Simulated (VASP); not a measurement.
A run of VASP 6.6.1 is set up as follows.

File INCAR:

```
SYSTEM = Co
ALGO = Normal
EDIFF = 1E-6
ENCUT = 600
GGA = PE
GGA_COMPAT = .False.
ISIF = 2
ISMEAR = -1
ISPIN = 2
LASPH = .True.
LCHARG = .False.
LMAXMIX = 4
LORBIT = 11
LREAL = .False.
LWAVE = .False.
MAGMOM = 3 3 3 3
NBANDS = 46
NELM = 200
NUPDOWN = 12.0
PREC = Accurate
SIGMA = 0.05
```

The input KPOINTS:

```
k-points
0
Gamma
  10 10 3
  0 0 0
```

File POSCAR:

```
Co
1.0
    2.4705617809      0.0000000000      0.0000000000
   -1.2352808905      2.1395692639      0.0000000000
    0.0000000000      0.0000000000      8.0882338000
Co
4
Direct
    0.6666666667      0.3333333333      0.7500000000
    0.0000000000      0.0000000000      0.5000000000
    0.3333333333      0.6666666667      0.2500000000
    0.0000000000      0.0000000000      0.0000000000
```

Potentials or basis: VASP PAW PBE potentials, release 64 (Co_sv).

Run with:

```sh
$ cat potpaw_PBE.64/Co_sv/POTCAR > POTCAR
$ mpirun -np 1 vasp_std > vasp.out
```

**Question.** Estimate the pressure.

**Answer.** 46.5 GPa.

Stress tensor (GPa, compression positive):
```
45.52  0.00  0.00
 0.00 45.52  0.00
 0.00  0.00 48.38
```

Caveat: the cell stands under pressure; the total moment is fixed, so each spin has its own Fermi level.
